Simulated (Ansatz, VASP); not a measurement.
# One calculation of Cd, two programs

The input INCAR:

```
PREC = Accurate ; ENCUT = 520
EDIFF = 1E-6 ; ISMEAR = -1
SIGMA = 0.1 ; LREAL = False
LASPH = True ; NELM = 60
ALGO = Normal ; ISIF = 2
LWAVE = False ; LCHARG = True
GGA = PS ; LELF = True
LVHAR = True ; NBANDS = 12
```

KPOINTS

```
Automatic mesh
0
Gamma
  12 12 12
```

The input POSCAR:

```
Cd
1.0
    2.9039510487      0.0000000000      0.0000000000
    0.0000000000      2.9039510487      0.0000000000
    0.0000000000      0.0000000000      2.9039510487
Cd
1
Direct
    0.0000000000      0.0000000000      0.0000000000
```

Input for Ansatz:

```yaml
crystal:
  lattice:
    - [2.9039510487, 0.0, 0.0]
    - [0.0, 2.9039510487, 0.0]
    - [0.0, 0.0, 2.9039510487]
  atoms:
    - { symbol: Cd, position: [0.0, 0.0, 0.0] }
hamiltonian:
  xc: pbesol
  pseudopotentials:
    kind: paw
    azcp:
      Cd: "pseudopotentials/Cd.paw.azcp"
basis:
  ecutwfc: 420
  fft_grid_basis: typed
kpoints:
  mp_grid: { grid: [12, 12, 12], shift: [0, 0, 0] }
magnetization:
  spin_polarized: false
scf:
  occupations: { method: fermi_dirac, width: 0.1 }
  lower_state_search: "off"
output:
  stress: true
```

Alike in both runs: task single point; functional PBEsol; k mesh 12 × 12 × 12; occupations fermi-dirac, width 0.1 eV; no spin polarisation.

|  | VASP | Ansatz |
| --- | --- | --- |
| version | VASP 6.6.1 | Ansatz 0.2.0 |
| potentials or method | VASP PAW PBE potentials, release 64 (Cd), cutoff 520 eV | plane waves (420 eV) with PAW, scalar-relativistic |
| valence electrons in the cell | 12 | 20 |

|  | VASP | Ansatz | Ansatz less VASP |
| --- | --- | --- | --- |
| pressure (GPa) | 0.4 | 0.1 | -0.30 |

VASP's potentials were made for PBE, not for PBEsol, and Ansatz warns of the same on its side. The functional is the same, so the differences come from potentials, cutoffs and numerics. VASP's potentials hold 12 valence electrons a cell and Ansatz's 20, so a difference there can come from the potentials and not from the codes.
